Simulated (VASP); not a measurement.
Runs of VASP 6.6.1 on Li3Ta2O. The structure is that of space group P4/mmm (No. 123), or close to it. The cells are those of the table. 

```csv
spin,cell,k mesh,gap on the mesh (eV),moment (μB),largest force (eV/Å)
"collinear, ferromagnetic start","a = 4.393, b = 4.393, c = 4.679 Å, 6 atoms",4 × 4 × 4,none,0.00,1.77
off,"a = 4.125, b = 4.125, c = 6.147 Å, 6 atoms",4 × 4 × 4,none,-,0.02
off,"a = 4.115, b = 4.115, c = 6.242 Å, 6 atoms",10 × 10 × 6,none,-,-
"collinear, ferromagnetic start","a = 4.125, b = 4.125, c = 6.147 Å, 6 atoms",4 × 4 × 4,none,(a),0.02
off,"a = 4.393, b = 4.393, c = 4.679 Å, 6 atoms",4 × 4 × 4,none,-,1.77
```

Alike in all rows: task single point; level PBE; potentials or basis VASP PAW PBE potentials, release 64 (Li_sv, Ta_pv, O); cutoff (eV) 520; smearing gaussian 0.1 eV.

Q: Fill in the values left out.

A: (a) 0.68.

Caveats: some runs use coarse meshes; spin-orbit coupling is left out, which moves the levels of the heavy elements; an odd number of electrons without spin polarisation forces a metal (some runs); a magnetic or distorted state may lie lower (some runs); forces of over 1 eV/Å act on the atoms, so gaps and moduli don't describe the material at rest (some runs).

A k mesh can miss the band edges, and the runs leave out spin-orbit coupling on Ta.

A gap of «none» marks levels without a gap at the run's occupations.
